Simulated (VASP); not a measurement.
Set up this calculation in VASP 6.6.1, as the native input.

- Task: relaxation of cell and atoms
- Functional: PBE
- Potentials or basis: VASP PAW PBE potentials, release 64 (Al, W_sv)
- Cutoff: 600 eV
- k mesh: 4 × 4 × 4
- Occupations: gaussian, width 0.1 eV
- Spin: no spin polarisation
- Dipole correction: no
- Further INCAR settings: ALGO = Normal; EDIFF = 1e-07; IBRION = 2; EDIFFG = -0.04; NSW = 90; ISIF = 3

The structure of AlW3 lies in POSCAR:

```
AlW3
1.0
    3.9453073600      0.0000000000      0.0000000000
    0.0000000000      3.9453073600      0.0000000000
    0.0000000000      0.0000000000      3.9453073600
Al W
1 3
Direct
    0.0000000000      0.0000000000      0.0000000000
    0.5000000000      0.0000000000      0.5000000000
    0.0000000000      0.5000000000      0.5000000000
    0.5000000000      0.5000000000      0.0000000000
```

One way to write it, as run:

INCAR

```
ALGO = Normal
EDIFF = 1E-7
EDIFFG = -0.04
ENCUT = 600
GGA = PE
IBRION = 2
ISIF = 3
ISMEAR = 0
LASPH = T
LCHARG = F
LREAL = F
LWAVE = F
NELM = 80
NSW = 90
PREC = Accurate
SIGMA = 0.1
```

KPOINTS

```
k-points
0
Gamma
  4 4 4
```

Potentials or basis: VASP PAW PBE potentials, release 64 (Al, W_sv).

The run is started by

```sh
$ cat potpaw_PBE.64/Al/POTCAR potpaw_PBE.64/W_sv/POTCAR > POTCAR
$ mpirun -np 1 vasp_std > vasp.out
```

It gave:

* Relaxed volume: 15.85 Å³/atom
* Relaxed cell: a = 3.987 Å, b = 3.987 Å, c = 3.987 Å, α = 90.00°, β = 90.00°, γ = 90.00°
* Space group after relaxing (to 0.05 Å): Pm-3m (No. 221)
* Energy gained by relaxing: 11.7 meV/atom
* Ionic steps: 3
* Pressure after relaxing: -0.2 GPa

Caveat: the k points lie up to 0.39 Å⁻¹ apart in the final cell.

Wall time 49 s on 1 thread of AMD EPYC 7R43 64-Core Processor (Zen 3), with other jobs on the host, peak memory 0.15 GiB.
